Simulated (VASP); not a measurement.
SiNi3:

```
Si Ni
1.0
     3.54200    0.00000    0.00000
     0.00000    3.54200    0.00000
     0.00000    0.00000    3.54200
Si Ni
1 3
Direct
  0.00000 0.00000 0.00000
  0.00000 0.50000 0.50000
  0.50000 0.00000 0.50000
  0.50000 0.50000 0.00000
```

| Item | Value |
| --- | --- |
| Program | VASP 6.6.1 |
| Task | relaxation of cell and atoms |
| Functional | r2SCAN |
| Potentials or basis | VASP PAW PBE potentials, release 64 (Si, Ni) |
| Cutoff | 600 eV |
| k mesh | 6 × 6 × 6 |
| Occupations | gaussian, width 0.1 eV |
| Spin | no spin polarisation |

At the start: pressure -13.2 GPa; volume 11.11 Å³/atom.

Question: How do energy, volume and symmetry change on relaxing?

Answer: Over 3 steps the energy falls by 31.0 meV/atom and the volume is 10.41 Å³/atom (-6.3 %); space group Pm-3m (No. 221, to 0.05 Å).

Step by step:
```tsv
step	energy change (eV)	largest force (eV/Å)	pressure (GPa)	volume (Å³)
1	0.0000	0.0000	-13.24	44.44
2	0.0389	0.0000	19.77	38.79
3	-0.1241	0.0000	0.12	41.66
```

Final structure:
```
Si Ni
1.0
     3.46657    0.00000    0.00000
     0.00000    3.46657    0.00000
     0.00000    0.00000    3.46657
Si Ni
1 3
Direct
  0.00000 0.00000 0.00000
  0.00000 0.50000 0.50000
  0.50000 0.00000 0.50000
  0.50000 0.50000 0.00000
```

Caveat: the PAW data sets were made with another functional, which shifts forces and pressure a little.
